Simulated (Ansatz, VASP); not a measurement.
# Two plane-wave programs on PbF2

The input INCAR:

```
SYSTEM = PbF2
ALGO = Normal
EDIFF = 1E-7
ENCUT = 520
GGA = PE
ISIF = 2
ISMEAR = 0
IVDW = 12
LASPH = .TRUE.
LCHARG = .FALSE.
LREAL = .FALSE.
LWAVE = .FALSE.
NBANDS = 21
NELM = 60
PREC = Accurate
SIGMA = 0.02
```

File KPOINTS:

```
k-points
0
G
  8 8 8
  0 0 0
```

Contents of POSCAR:

```
PbF2
1.0
    0.0000000000      2.9510427714      2.9510427714
    2.9510427714      0.0000000000      2.9510427714
    2.9510427714      2.9510427714      0.0000000000
Pb F
1 2
Direct
    0.0000000000      0.0000000000      0.0000000000
    0.2500000000      0.2500000000      0.2500000000
    0.7500000000      0.7500000000      0.7500000000
```

Input for Ansatz:

```yaml
crystal:
  lattice:
    - [0.0, 2.9510427715, 2.9510427715]
    - [2.9510427715, 0.0, 2.9510427715]
    - [2.9510427715, 2.9510427715, 0.0]
  atoms:
    - { symbol: Pb, position: [0.0, 0.0, 0.0] }
    - { symbol: F, position: [0.25, 0.25, 0.25] }
    - { symbol: F, position: [0.75, 0.75, 0.75] }
basis:
  ecutwfc: 420
kpoints:
  mp_grid: { grid: [8, 8, 8] }
hamiltonian:
  xc: pbe
  dispersion: d3bj
scf:
  occupations: { method: gaussian, width: 0.02 }
output:
  forces: true
  stress: true
  eigenvalues: true
```

Alike in both runs: task single point; functional PBE; dispersion D3(BJ); k mesh 8 × 8 × 8; occupations gaussian, width 0.02 eV; no spin polarisation.

```csv
,VASP,Ansatz
version,VASP 6.6.1,Ansatz 0.2.0
potentials or method,"VASP PAW PBE potentials, release 64 (Pb_d, F), cutoff 520 eV","scalar-relativistic, plane waves, PAW"
valence electrons in the cell,28,28
```

Ansatz gave:

| Item | Value |
| --- | --- |
| gap on the k mesh at the Fermi level (eV) | 4.42 |
| least direct gap on the mesh (eV) | 4.56 |
| pressure (GPa) | 2.3 |

Which values does VASP return?

gap on the k mesh at the Fermi level (eV): 4.41; least direct gap on the mesh (eV): 4.56; pressure (GPa): 2.1.

Spin-orbit coupling is off throughout.
